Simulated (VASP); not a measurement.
**GaN (CsCl type): relaxation of cell and atoms with PBE**

The system is GaN (CsCl type).

```xyz
2
Lattice="2.4391 0.0000 0.0000 0.0000 2.4391 0.0000 0.0000 0.0000 2.4391" Properties=species:S:1:pos:R:3 pbc="T T T"
Ga    0.0000    0.0000    0.0000
N     1.2196    1.2196    1.2196
```

```json
{
 "Program": "VASP 6.6.1",
 "Task": "relaxation of cell and atoms",
 "Functional": "PBE",
 "Potentials or basis": "VASP PAW PBE potentials, release 64 (Ga_d, N)",
 "Cutoff": "600 eV",
 "k mesh": "15 × 15 × 15",
 "Occupations": "fermi-dirac, width 0.1 eV",
 "Spin": "no spin polarisation",
 "Target pressure": "91 GPa",
 "Dipole correction": "no",
 "Further INCAR settings": "ALGO = Normal; EDIFF = 1e-06; IBRION = 2; EDIFFG = -0.005; NSW = 60; ISIF = 3"
}
```

```json
{
 "Relaxed volume": "7.63 Å³/atom",
 "Relaxed cell": "a = 2.480 Å, b = 2.480 Å, c = 2.480 Å, α = 90.00°, β = 90.00°, γ = 90.00°",
 "Space group after relaxing (to 0.05 Å)": "Pm-3m (No. 221)",
 "Energy change on relaxing (the enthalpy is what falls)": "-241.9 meV/atom",
 "Ionic steps": "7",
 "Pressure after relaxing": "91.0 GPa",
 "Band gap on the k mesh": "zero (band 9 reaches 12.34 eV, above the bottom of band 10 at 10.73 eV)"
}
```

The path:
| step | energy change (eV) | largest force (eV/Å) | pressure (GPa) | volume (Å³) |
| --- | --- | --- | --- | --- |
| 1 | 0.0000 | 0.0000 | 118.76 | 14.51 |
| 2 | -1.2910 | 0.0000 | 39.75 | 17.32 |
| 3 | -0.5045 | 0.0000 | 89.62 | 15.29 |
| 4 | -0.4822 | 0.0000 | 91.11 | 15.25 |
| 5 | -0.4907 | 0.0000 | 90.59 | 15.27 |
| 6 | -0.4696 | 0.0000 | 91.84 | 15.23 |
| 7 | -0.4838 | 0.0000 | 90.99 | 15.25 |

Final structure:
```yaml
crystal:
  lattice:
    - [2.48008, 0.00000, 0.00000]
    - [0.00000, 2.48008, 0.00000]
    - [0.00000, 0.00000, 2.48008]
  atoms:
    - { symbol: Ga, position: [0.00000, 0.00000, 0.00000] }
    - { symbol: N, position: [0.50000, 0.50000, 0.50000] }
```

Levels at points of the mesh, in eV from the Fermi level:
| k point | band 7 | band 8 | band 9 | band 10 | band 11 | band 12 |
| --- | --- | --- | --- | --- | --- | --- |
| (0.00, 0.00, 0.00) | -2.04 | -2.04 | -2.04 | 0.83 | 10.55 | 10.55 |

Wall time 56 s on 1 thread of Intel(R) Xeon(R) Platinum 8559C (Emerald Rapids) (shared host), peak memory 0.15 GiB.

Caveat: the cell is relaxed towards a set pressure, so the enthalpy falls and the energy may rise.
